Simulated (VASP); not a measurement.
Li: single point with PBE+D3(BJ)

Li, a slab with vacuum:

```xyz
27
Lattice="8.6387 0.0000 0.0000 -2.8796 8.1447 0.0000 0.0000 0.0000 20.7023" Properties=species:S:1:pos:R:3 pbc="T T T"
Li    0.9599    1.3574    8.0000
Li    0.0000    4.0723    8.0000
Li   -0.9599    6.7872    8.0000
Li    3.8394    1.3574    8.0000
Li    2.8796    4.0723    8.0000
Li    1.9197    6.7872    8.0000
Li    6.7190    1.3574    8.0000
Li    5.7592    4.0723    8.0000
Li    4.7993    6.7872    8.0000
Li    1.9197    2.7149   10.3103
Li    0.9599    5.4298   10.3103
Li    2.8796    0.0000   10.3103
Li    4.7993    2.7149   10.3103
Li    3.8394    5.4298   10.3103
Li    5.7592    0.0000   10.3103
Li   -0.9599    2.7149   10.3103
Li   -1.9197    5.4298   10.3103
Li    0.0000    0.0000   10.3103
Li    2.8796    4.0723   12.6138
Li    1.9197    6.7872   12.6138
Li    3.8394    1.3574   12.6138
Li    5.7592    4.0723   12.6138
Li    4.7993    6.7872   12.6138
Li    6.7190    1.3574   12.6138
Li    0.0000    4.0723   12.6138
Li   -0.9599    6.7872   12.6138
Li    0.9599    1.3574   12.6138
```

- Program: VASP 6.6.1
- Task: single point
- Functional: PBE
- Dispersion: D3(BJ)
- Potentials or basis: VASP PAW PBE potentials, release 64 (Li_sv)
- Cutoff: 520 eV
- k mesh: 3 × 3 × 1
- Occupations: gaussian, width 0.1 eV
- Spin: no spin polarisation
- Dipole correction: yes
- Further INCAR settings: LREAL = Auto; ALGO = Normal; EDIFF = 1e-06; NBANDS = 60

* Largest force: 0.006 eV/Å
* Band gap on the k mesh: zero (an odd number of electrons rules out a gap without spin polarisation)
* Dispersion energy per atom: -0.131 eV

Forces on the atoms (eV/Å):
```
Li   0.000  0.000  0.006
Li   0.000  0.000  0.006
Li   0.000  0.000  0.006
Li   0.000  0.000  0.006
Li   0.000  0.000  0.006
Li   0.000  0.000  0.006
Li   0.000  0.000  0.006
Li   0.000  0.000  0.006
Li   0.000  0.000  0.006
Li   0.000  0.000 -0.006
Li   0.000  0.000 -0.006
Li   0.000  0.000 -0.006
Li   0.000  0.000 -0.006
Li   0.000  0.000 -0.006
Li   0.000  0.000 -0.006
Li   0.000  0.000 -0.006
Li   0.000  0.000 -0.006
Li   0.000  0.000 -0.006
Li   0.000  0.000  0.000
Li   0.000  0.000  0.000
Li   0.000  0.000  0.000
Li   0.000  0.000  0.000
Li   0.000  0.000  0.000
Li   0.000  0.000  0.000
Li   0.000  0.000  0.000
Li   0.000  0.000  0.000
Li   0.000  0.000  0.000
```

Levels at points of the mesh, in eV from the Fermi level:
```tsv
k point	band 36	band 37	band 38	band 39	band 40	band 41	band 42	band 43
(0.00, 0.00, 0.00)	-0.82	-0.82	-0.82	-0.82	-0.74	-0.17	-0.17	0.22
```

Wall time 30 min on 1 thread of AMD EPYC 7R13 (shared host), peak memory 1.2 GiB.
